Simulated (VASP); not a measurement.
# Mg9Zn7O16 (P1) in VASP: further runs

The runs below take Mg9Zn7O16 through single point, with HSE06, PBEsol.

All numbers are computed with VASP 6.6.1; they aren't measurements. Logs are shortened: lines on timing, memory, paths and dates and some standing lists are left out, and cuts for length are marked.

### Step 1. The cell of the first run

The typed cell holds 64 atoms: a = 8.475 Å, b = 8.475 Å, c = 8.475 Å, α = 90.00°, β = 90.00°, γ = 90.00°.

### Step 2. Single point, HSE06

File POSCAR:

```
Mg9Zn7O16
1.0
    8.4745320000      0.0000000000      0.0000000000
    0.0000000000      8.4745320000      0.0000000000
    0.0000000000      0.0000000000      8.4745320000
O Mg Zn
32 18 14
Direct
    0.2504440000      0.0003460000      0.0029060000
    0.2523000000      0.0023520000      0.4986650000
    0.2471160000      0.4995890000      0.9978430000
    0.2476600000      0.4977480000      0.5019100000
    0.7504250000      0.0002710000      0.0006230000
    0.7487680000      0.9983480000      0.4995220000
    0.7516140000      0.4997590000      0.0020200000
    0.7519520000      0.5017360000      0.4981320000
    0.0028200000      0.2500400000      0.0024530000
    0.0028080000      0.2520290000      0.4983890000
    0.0027840000      0.7502610000      0.9999620000
    0.9976660000      0.7474380000      0.4999940000
    0.4982190000      0.2475580000      0.9976950000
    0.4979540000      0.2473470000      0.5022950000
    0.4980020000      0.7524320000      0.0000160000
    0.5028400000      0.7529420000      0.5008170000
    0.0019040000      0.9993950000      0.2476050000
    0.0004020000      0.9984520000      0.7519920000
    0.9963570000      0.4995830000      0.2499510000
    0.0028310000      0.5030530000      0.7501000000
    0.4975330000      0.9966200000      0.2501480000
    0.5012200000      0.0000160000      0.7502670000
    0.5008730000      0.5014850000      0.2503230000
    0.4983300000      0.5003990000      0.7498810000
    0.2474010000      0.2473000000      0.2502740000
    0.2537170000      0.2529340000      0.7504460000
    0.2497960000      0.7518760000      0.2483270000
    0.2508190000      0.7477800000      0.7524310000
    0.7509530000      0.2514840000      0.2507390000
    0.7494180000      0.2509180000      0.7497090000
    0.7495730000      0.7466670000      0.2526560000
    0.7503550000      0.7496370000      0.7479650000
    0.9994710000      0.0002830000      0.9994820000
    0.9989290000      0.4999540000      0.9995480000
    0.9996810000      0.4995900000      0.5003820000
    0.5014060000      0.0001600000      0.0004250000
    0.5007870000      0.0003560000      0.5003470000
    0.2507000000      0.2502490000      0.0002390000
    0.2503630000      0.2500760000      0.5004440000
    0.2504810000      0.7497810000      0.0004340000
    0.7501770000      0.7500450000      0.5003050000
    0.2499200000      0.9996090000      0.2506760000
    0.2505020000      0.5002560000      0.7498180000
    0.7482540000      0.4985420000      0.2500300000
    0.9990520000      0.2491380000      0.2505040000
    0.9995670000      0.7497570000      0.2504470000
    0.0004160000      0.7508610000      0.7497010000
    0.5017760000      0.2507260000      0.7499650000
    0.4997730000      0.7489610000      0.2505020000
    0.5009720000      0.7496310000      0.7502510000
    0.0006830000      0.9999650000      0.4998220000
    0.4994210000      0.4998660000      0.9998310000
    0.5001240000      0.5000370000      0.5002620000
    0.2504810000      0.7498660000      0.5003130000
    0.7504490000      0.2499910000      0.0001850000
    0.7505400000      0.2500180000      0.5002320000
    0.7502550000      0.7497360000      0.0005950000
    0.2513350000      0.0001230000      0.7510870000
    0.2482420000      0.4994830000      0.2498320000
    0.7495930000      0.9991120000      0.2503300000
    0.7504170000      0.0000350000      0.7499730000
    0.7507310000      0.5004880000      0.7497310000
    0.0016730000      0.2505920000      0.7503230000
    0.4988680000      0.2488870000      0.2504660000
```

File INCAR.step1:

```
SYSTEM = Mg9Zn7O16
PREC = Accurate
ENCUT = 520
EDIFF = 1E-5
ISMEAR = -1
SIGMA = 0.05
LREAL = Auto
LASPH = .TRUE.
NELM = 100
ALGO = Normal
ISIF = 2
LWAVE = .TRUE.
LCHARG = .FALSE.
GGA = PE
NBANDS = 236
LUSENCCL = .FALSE.
```

File INCAR.step2:

```
SYSTEM = Mg9Zn7O16
PREC = Accurate
ENCUT = 520
EDIFF = 1E-6
ISMEAR = -1
SIGMA = 0.05
LREAL = Auto
LASPH = .TRUE.
NELM = 100
ALGO = Normal
ISIF = 2
LWAVE = .FALSE.
LCHARG = .FALSE.
GGA = PE
LHFCALC = .TRUE.
HFSCREEN = 0.2079
PRECFOCK = Fast
ISTART = 1
NBANDS = 236
LUSENCCL = .FALSE.
```

File KPOINTS:

```
regular mesh
0
G
  1 1 1
  0 0 0
```

Potentials or basis: VASP PAW PBE potentials, release 64 (O, Mg, Zn).

On the command line:

```bash
$ cat potpaw_PBE.64/O/POTCAR potpaw_PBE.64/Mg/POTCAR potpaw_PBE.64/Zn/POTCAR > POTCAR
$ cp INCAR.step1 INCAR
$ mpirun -np 1 vasp_gam > vasp.out
$ cp INCAR.step2 INCAR
$ mpirun -np 1 vasp_gam > vasp.out
```

OUTCAR:

```text
SYSTEM = Mg9Zn7O16
   PREC = Accurate
   ENCUT = 520
   EDIFF = 1E-6
   ISMEAR = -1
   LREAL = Auto
   LASPH = .TRUE.
   NELM = 100
   ISIF = 2
   GGA = PE
   LHFCALC = .TRUE.
   HFSCREEN = 0.2079
   PRECFOCK = Fast
   ISTART = 1

 ion  position               nearest neighbor table
   1  0.250  0.000  0.003-  42 2.10  38 2.12  40 2.12  36 2.13  33 2.13  58 2.13
   2  0.252  0.002  0.499-  39 2.10  42 2.10  37 2.11  51 2.13  58 2.14  54 2.14
   3  0.247  0.500  0.998-  43 2.10  34 2.10  38 2.11  40 2.12  59 2.14  52 2.14
   4  0.248  0.498  0.502-  39 2.10  43 2.10  35 2.10  59 2.14  54 2.14  53 2.14
   5  0.750  0.000  0.001-  36 2.11  33 2.11  60 2.12  55 2.12  57 2.12  61 2.12
   6  0.749  0.998  0.500-  37 2.10  41 2.10  60 2.11  61 2.12  56 2.13  51 2.13
[... 76 lines left out ...]
  58  0.251  0.000  0.751-  22 2.12  18 2.13   1 2.13  28 2.14   2 2.14  26 2.14  38 2.99  36 2.99
                            40 2.99  50 3.00  63 3.00  47 3.00  37 3.00  33 3.00  39 3.00  54 3.00
  59  0.248  0.499  0.250-  19 2.13   3 2.14   4 2.14  25 2.14  27 2.14  23 2.14  38 2.99  46 2.99
                            35 2.99  45 2.99  34 2.99  40 2.99  39 3.00  54 3.00  49 3.00  52 3.00
  60  0.750  0.999  0.250-   6 2.11   5 2.12  21 2.14  17 2.14  29 2.14  31 2.14  36 2.98  37 2.99
                            41 2.99  57 2.99  46 2.99  45 2.99  49 3.00  64 3.00  51 3.00  33 3.00
  61  0.750  0.000  0.750-  22 2.11  18 2.12  32 2.12   6 2.12   5 2.12  30 2.13  33 2.99  47 2.99
                            37 2.99  48 2.99  36 2.99  41 2.99  56 2.99  50 3.00  55 3.00  51 3.00
  62  0.751  0.500  0.750-  32 2.11  30 2.12   8 2.13  20 2.14   7 2.14  24 2.14  34 2.98  35 2.99
                            48 2.99  50 2.99  41 2.99  56 3.00  47 3.00  53 3.00  57 3.00  63 3.00
  63  0.002  0.251  0.750-  10 2.14  26 2.14   9 2.14  18 2.14  30 2.14  20 2.14  43 2.99  39 2.99
                            34 2.99  38 2.99  35 2.99  33 2.99  58 3.00  62 3.00  55 3.00  51 3.00
  64  0.499  0.249  0.250-  25 2.13  14 2.13  29 2.14  21 2.14  23 2.14  13 2.14  42 2.99  38 2.99
                            37 2.99  39 2.99  36 2.99  44 2.99  60 3.00  53 3.00  59 3.00  56 3.00

  LATTYP: Found a simple cubic cell.
 ALAT       =     8.4745320000

  Lattice vectors:

 A1 = (   8.4745320000,   0.0000000000,   0.0000000000)
 A2 = (   0.0000000000,   8.4745320000,   0.0000000000)
 A3 = (   0.0000000000,   0.0000000000,   8.4745320000)

Analysis of symmetry for initial positions (statically):
=====================================================================
 Subroutine PRICEL returns:
 Original cell was already a primitive cell.

 Routine SETGRP: Setting up the symmetry group for a
 simple cubic supercell.

 Subroutine GETGRP returns: Found  1 space group operations
 (whereof  1 operations were pure point group operations)
 out of a pool of 48 trial point group operations.

The static configuration has the point symmetry C_1 .

Analysis of symmetry for dynamics (positions and initial velocities):
=====================================================================
 Subroutine PRICEL returns:
 Original cell was already a primitive cell.

 Routine SETGRP: Setting up the symmetry group for a
 simple cubic supercell.

 Subroutine GETGRP returns: Found  1 space group operations
 (whereof  1 operations were pure point group operations)
 out of a pool of 48 trial point group operations.

The dynamic configuration has the point symmetry C_1 .

 Subroutine INISYM returns: Found  1 space group operations
 (whereof  1 operations are pure point group operations),
 and found     1 'primitive' translations

----------------------------------------------------------------------------------------

                                     Primitive cell

  volume of cell :     608.6213

  direct lattice vectors                    reciprocal lattice vectors
     8.474532000  0.000000000  0.000000000     0.118000616  0.000000000  0.000000000
     0.000000000  8.474532000  0.000000000     0.000000000  0.118000616  0.000000000
[... 163 lines left out ...]

 Following reciprocal coordinates:
            Coordinates               Weight
  0.000000  0.000000  0.000000      1.000000
   k-points           NKPTS =      1   k-points in BZ     NKDIM =      1   number of bands    NBANDS=    236
   number of dos      NEDOS =    301   number of ions     NIONS =     64
   total plane-waves  NPLWV = 262144
   dimension x,y,z NGX =    64 NGY =   64 NGZ =   64
   dimension x,y,z NGXF=   128 NGYF=  128 NGZF=  128
   ions per type =              32  18  14
   NGX,Y,Z   is equivalent  to a cutoff of  12.55, 12.55, 12.55 a.u.
   NGXF,Y,Z  is equivalent  to a cutoff of  25.11, 25.11, 25.11 a.u.
 SYSTEM =  Mg9Zn7O16
   PREC   = accura    normal or accurate (medium, high low for compatibility)
   ISTART =      1    job   : 0-new  1-cont  2-samecut
   ICHARG =      0    charge: 1-file 2-atom 10-const
   ISPIN  =      1    spin polarized calculation?
   LNONCOLLINEAR =      F non collinear calculations
   LSORBIT =      F    spin-orbit coupling
   LASPH  =      T    aspherical Exc in radial PAW
   ENCUT  =  520.0 eV  38.22 Ry    6.18 a.u.  15.76 15.76 15.76*2*pi/ulx,y,z
   NELM   =    100;   NELMIN=  2; NELMDL=  0     # of ELM steps
   EDIFF  = 0.1E-05   stopping-criterion for ELM
   LREAL  =      T    real-space projection
   EDIFFG = 0.1E-04   stopping-criterion for IOM
   NSW    =      0    number of steps for IOM
   IBRION =     -1    ionic relax: 0-MD 1-quasi-New 2-CG
   NFREE  =      0    steps in history (QN), initial steepest desc. (CG)
   ISIF   =      2    stress and relaxation
   ISYM   =      3    0-nonsym 1-usesym 2-fastsym
   POTIM  = 0.5000    time-step for ionic-motion
   TEBEG  =    0.0;   TEEND  =   0.0 temperature during run
   PSTRESS=    0.0 pullay stress
   NELECT =     396.0000    total number of electrons
   NUPDOWN=      -1.0000    fix difference up-down
   EMIN   =  10.00;   EMAX   =-10.00  energy-range for DOS
   EFERMI =   0.00;   METHOD = LEGACY
   ISMEAR =    -1;   SIGMA  =   0.05  broadening in eV -4-tet -1-fermi 0-gaus
   EFERMI_NEDOS =   21; number of points for ismear=-14 and -15
   IALGO  =     38    algorithm
   IMIX   =      1    mixing-type and parameters
     AMIX     =   0.40;   BMIX     =  1.00
     AMIX_MAG =   1.60;   BMIX_MAG =  1.00
  volume/ion in A,a.u.               =       9.51        64.17
  Fermi-wavevector in a.u.,A,eV,Ry     =   1.418592  2.680750 27.380408  2.012403
  Thomas-Fermi vector in A             =   2.539701
   LORBIT       =      0    0 simple, 1 ext, 2 COOP (PROOUT), +10 PAW based schemes
   GGA     = PE    functional components
   LHFCALC =     T    Hartree Fock is set to
   PRECFOCK=fast      Normal, Fast or Accurate (Low or Medium for compatibility)
   ENCUT4O =  -1.0   cutoff for four orbital integrals eV
   NKREDX  =     1    reduce k-point grid by
   NKREDY  =     1    reduce k-point grid by
   NKREDZ  =     1    reduce k-point grid by
   AEXX    =    0.2500 exact exchange contribution
   HFSCREEN=    0.2079 screening length (either q_TF or 0.3 A-1)
   HFSCREENC=   0.2079 screening length for correlation (either q_TF or 0.3 A-1)
   ENCUTFOCK=  -1.0 apply spherical cutoff to Coloumb kernel
   IVDW    =     0    specifies the selected vdW correction
   LEPSILON=     F    determine dielectric tensor
   LRPA    =     F    only Hartree local field effects (RPA)
 non-spin polarized calculation
  energy-cutoff  :      520.00
  volume of cell :      608.62
 maximum number of plane-waves:      8188
 NGX is ok and might be reduce to    64
  NGX = 32; NGY = 32; NGZ = 32

 number of electron     396.0000339 magnetization

 Free energy of the ion-electron system (eV)
  ---------------------------------------------------
  ext. energy  EPLUGINS =         0.00000000
  ---------------------------------------------------
  free energy    TOTEN  =      -411.61421950 eV

  energy without entropy =     -411.61421950  energy(sigma->0) =     -411.61421950

 E-fermi :   3.3379     XC(G=0):  -9.5185

 val. band max:        2.0357633972   @ k =   0.0000   0.0000   0.0000
 cond. band min:       6.3119031027   @ k =   0.0000   0.0000   0.0000
 fundamental gap:      4.2761397056
 Fermi energy:         3.3378844873

 k-point     1 :       0.0000    0.0000    0.0000
  band No.  band energies     occupation
      1     -17.6489      2.00000
      2     -16.9374      2.00000
      3     -16.9061      2.00000
      4     -16.8491      2.00000
      5     -16.8386      2.00000
      6     -16.7985      2.00000
[... 202 lines left out ...]
    209      10.3515      0.00000
    210      10.4110      0.00000
 [bands above 210 left out]

------------------------ aborting loop because EDIFF is reached ----------------------------------------

  FORCE on cell =-STRESS in cart. coord.  units (eV):
  Direction    XX          YY          ZZ          XY          YZ          ZX
  --------------------------------------------------------------------------------------
  -------------------------------------------------------------------------------------
  Total       -0.2730608     -0.1633699     -0.5300795     -0.6346268      0.4173711      0.1269342
  in kB       -0.7188242     -0.4300665     -1.3954182     -1.6706360      1.0987168      0.3341505
  external PRESSURE =      -0.8481030 kB  Pullay stress =       0.0000000 kB

 VOLUME and BASIS-vectors are now :
 -----------------------------------------------------------------------------
  energy-cutoff  :      520.00
  volume of cell :      608.62
      direct lattice vectors                 reciprocal lattice vectors
     8.474532000  0.000000000  0.000000000     0.118000616  0.000000000  0.000000000
     0.000000000  8.474532000  0.000000000     0.000000000  0.118000616  0.000000000
     0.000000000  0.000000000  8.474532000     0.000000000  0.000000000  0.118000616

 POSITION                                       TOTAL-FORCE (eV/Angst)
 -----------------------------------------------------------------------------------
      2.12240      0.00293      0.02463        -0.004773      0.018846      0.037677
      2.13812      0.01993      4.22595         0.072679      0.068661     -0.105366
      2.09419      4.23378      8.45625        -0.057365     -0.007880     -0.038309
      2.09880      4.21818      4.25345        -0.075380     -0.082592      0.071679
      6.35950      0.00230      0.00528        -0.003054     -0.022948      0.020063
      6.34546      8.46053      4.23322        -0.083702     -0.090436     -0.009906
[... 56 lines left out ...]
      0.01418      2.12365      6.35864         0.043003      0.034595      0.014915
      4.22767      2.10920      2.12258        -0.017552     -0.026098     -0.009348
 -----------------------------------------------------------------------------------
    total drift:                               -0.015366      0.015058     -0.028413

  FREE ENERGIE OF THE ION-ELECTRON SYSTEM (eV)
  ---------------------------------------------------
  free  energy   TOTEN  =      -411.6142195022 eV

  energy  without entropy=     -411.6142195022  energy(sigma->0) =     -411.61421950
```

Run time: 9.9 min. Hardware: 1 × NVIDIA H100 80GB with 1 thread of AMD EPYC 7R13 (Zen 3), shared host; peak memory 1.5 GiB.

What came out:

```
Free energy            : -411.6142 eV
Pressure               : -0.1 GPa
Largest force          : 0.155 eV/Å
Band gap on the k mesh : 4.28 eV
```

Forces in eV/Å, atoms in the order of the input:
```
O   -0.005  0.019  0.038
O    0.073  0.069 -0.105
O   -0.057 -0.008 -0.038
O   -0.075 -0.083  0.072
O   -0.003 -0.023  0.020
O   -0.084 -0.090 -0.010
O    0.110 -0.003  0.088
O    0.093  0.070 -0.097
O    0.069 -0.021  0.044
O    0.068  0.064 -0.081
O    0.032  0.007  0.006
O   -0.052 -0.025  0.015
O   -0.104 -0.102 -0.054
O   -0.075 -0.087  0.097
O   -0.072  0.092 -0.014
O    0.050  0.063 -0.004
O    0.060 -0.013 -0.059
O    0.019 -0.109  0.097
O   -0.039  0.021 -0.014
O    0.036  0.047  0.012
O   -0.034 -0.039 -0.001
O   -0.019 -0.019  0.024
O    0.107  0.093 -0.019
O   -0.068  0.019  0.013
O   -0.038 -0.027  0.010
O    0.034  0.070 -0.016
O    0.000  0.027 -0.059
O    0.016 -0.088  0.047
O    0.092  0.101 -0.004
O   -0.113  0.022 -0.003
O   -0.002 -0.067  0.073
O   -0.011 -0.023 -0.080
Mg   0.084 -0.008  0.055
Mg   0.066  0.002  0.032
Mg   0.004  0.021 -0.025
Mg  -0.087 -0.012  0.002
Mg  -0.034 -0.024 -0.009
Mg  -0.029 -0.032  0.003
Mg   0.002 -0.011  0.000
Mg  -0.033  0.030 -0.015
Mg   0.003 -0.020 -0.028
Mg  -0.004  0.003 -0.044
Mg  -0.023 -0.001  0.017
Mg   0.071  0.057  0.025
Mg   0.045  0.027 -0.023
Mg  -0.001 -0.016 -0.024
Mg   0.020 -0.044  0.020
Mg  -0.060 -0.029  0.008
Mg  -0.001  0.044 -0.004
Mg  -0.033  0.036  0.001
Zn   0.014 -0.017 -0.029
Zn  -0.033  0.014 -0.004
Zn  -0.008  0.008  0.005
Zn  -0.008  0.010  0.008
Zn   0.009  0.014  0.021
Zn  -0.011  0.021 -0.022
Zn   0.026 -0.011  0.022
Zn   0.036  0.013  0.036
Zn  -0.048 -0.004 -0.008
Zn   0.010 -0.037  0.014
Zn  -0.032 -0.026 -0.020
Zn   0.025  0.025 -0.018
Zn   0.043  0.035  0.015
Zn  -0.018 -0.026 -0.009
```

Stress tensor (GPa, compression positive):
```
-0.07 -0.17  0.03
-0.17 -0.04  0.11
 0.03  0.11 -0.14
```

Caveat: the k points lie up to 0.74 Å⁻¹ apart; the PAW data sets were made with another functional, which shifts forces and pressure a little.

(Part 1 of 2 ends here.)
